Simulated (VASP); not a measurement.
A run of VASP 6.6.1 is set up as follows.

The input INCAR:

```
  PREC = Accurate
  ENCUT = 600
  EDIFF = 1E-6
  ISMEAR = 0
  SIGMA = 0.1
  LREAL = F
  LASPH = T
  NELM = 100
  ALGO = Normal
  ISIF = 3
  LWAVE = F
  LCHARG = F
  GGA = PE
  IBRION = 2
  NSW = 90
  EDIFFG = -0.04
```

File KPOINTS:

```
Automatic mesh
0
Gamma
  6 6 6
```

File POSCAR:

```
B
1.0
    3.9385197400      2.2739054300      0.8598221100
   -3.9385197400      2.2739054300      0.8598221100
    0.0000000000     -4.5478108600      0.8598221100
B
6
Direct
    0.0001900000      0.2636199900      0.0001900000
    0.0001900000      0.0001900000      0.2636199900
    0.2636199900      0.0001900000      0.0001900000
    0.7288000000      0.3916000100      0.7288000000
    0.7288000000      0.7288000000      0.3916000100
    0.3916000100      0.7288000000      0.7288000000
```

Potentials or basis: VASP PAW PBE potentials, release 64 (B).

Launch:

```bash
$ cat potpaw_PBE.64/B/POTCAR > POTCAR
$ mpirun -np 1 vasp_std > vasp.out
```

(1) What does it give for the space group after relaxing (to 0.1 Å)?

(2) Estimate the relaxed cell.

(3) What does it give for the relaxed volume?

(4) Predict the band gap on the k mesh.

Answers

(1) R3m (No. 160).

(2) a = 4.182 Å, b = 4.182 Å, c = 4.182 Å, α = 114.99°, β = 114.99°, γ = 114.99°.

(3) 6.83 Å³/atom.

(4) zero (bands 9 and 10 overlap by 2.86 eV).

Caveat: the k points lie up to 0.41 Å⁻¹ apart in the final cell, too coarse for converged energies and pressures of a metal.
